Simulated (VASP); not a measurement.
BP:

```
B P
1.0
     0.00000    2.27422    2.27422
     2.27422    0.00000    2.27422
     2.27422    2.27422    0.00000
B P
1 1
Direct
  0.00000 0.00000 0.00000
  0.25000 0.25000 0.25000
```

| Item | Value |
| --- | --- |
| Program | VASP 6.6.1 |
| Task | relaxation of cell and atoms |
| Functional | LDA |
| Potentials or basis | VASP PAW LDA potentials, release 64 (B, P) |
| Cutoff | 600 eV |
| k mesh | 8 × 8 × 8 |
| Occupations | fermi-dirac, width 0.02 eV |
| Spin | no spin polarisation |

At the start: pressure -6.4 GPa; volume 11.76 Å³/atom.

Problem. How do energy, volume and symmetry change on relaxing?

Solution. Over 3 steps the energy falls by 9.2 meV/atom and the volume is 11.31 Å³/atom (-3.8 %); space group F-43m (No. 216, to 0.05 Å).

The path:
```tsv
step	energy change (eV)	largest force (eV/Å)	pressure (GPa)	volume (Å³)
1	0.0000	0.0000	-6.36	23.52
2	-0.0075	0.0000	5.45	21.97
3	-0.0184	0.0000	-0.02	22.63
```

Final structure:
```yaml
crystal:
  lattice:
    - [0.00000, 2.24497, 2.24497]
    - [2.24497, 0.00000, 2.24497]
    - [2.24497, 2.24497, 0.00000]
  atoms:
    - { symbol: B, position: [0.00000, 0.00000, 0.00000] }
    - { symbol: P, position: [0.25000, 0.25000, 0.25000] }
```
